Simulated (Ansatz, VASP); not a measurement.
# One calculation of Mg, two programs

Contents of INCAR:

```
  ALGO = Normal
  EDIFF = 1E-7
  EDIFFG = -0.05
  ENCUT = 600
  GGA = PS
  IBRION = 2
  ISIF = 3
  ISMEAR = -1
  LASPH = T
  LCHARG = F
  LREAL = F
  LWAVE = F
  NELM = 80
  NSW = 100
  PREC = Accurate
  SIGMA = 0.1
```

File KPOINTS:

```
k-points
0
Gamma
  12 12 8
```

File POSCAR:

```
Mg
1.0
    3.2093000000      0.0000000000      0.0000000000
   -1.6046500000      2.7793353284      0.0000000000
    0.0000000000      0.0000000000      5.2103000000
Mg
2
Direct
    0.3333333333      0.6666666667      0.2500000000
    0.6666666667      0.3333333333      0.7500000000
```

Input for Ansatz:

```yaml
crystal:
  lattice:
    - [3.20930000001, 0.0, 0.0]
    - [-1.60465000001, 2.77933532838, 0.0]
    - [0.0, 0.0, 5.2103]
  atoms:
    - { symbol: Mg, position: [0.333333333333, 0.666666666667, 0.25] }
    - { symbol: Mg, position: [0.666666666667, 0.333333333333, 0.75] }
kpoints:
  mp_grid: { grid: [12, 12, 8] }
scf:
  occupations: { method: fermi_dirac, width: 0.1 }
hamiltonian:
  xc: pbesol
  pseudopotentials: { kind: paw }
relax:
  f_tol: 0.05
  max_steps: 80
  cell: {}
  max_displacement: 0.3
output:
  forces: true
  stress: true
  write_density: true
  write_potential: true
  elf: true
  volumetric_format: npy
```

Alike in both runs: task relaxation of cell and atoms; functional PBEsol; k mesh 12 × 12 × 8; occupations fermi-dirac, width 0.1 eV; no spin polarisation.

```csv
,VASP,Ansatz
version,VASP 6.6.1,Ansatz 0.2.0
potentials or method,"VASP PAW PBE potentials, release 64 (Mg)","PAW with Ansatz's default frozen-core files, scalar-relativistic"
plane-wave cutoff (eV),600,420
valence electrons in the cell,4,20
```

```csv
,VASP,Ansatz,Ansatz less VASP
relaxed volume (Å³/atom),22.47,22.52,+0.049
relaxed cell length with the largest relative difference (Å),5.129,5.108,-0.0219
```

VASP's potentials were made for PBE, not for PBEsol. VASP's potentials hold 4 valence electrons a cell and Ansatz's 20, so a difference there can come from the potentials and not from the codes.
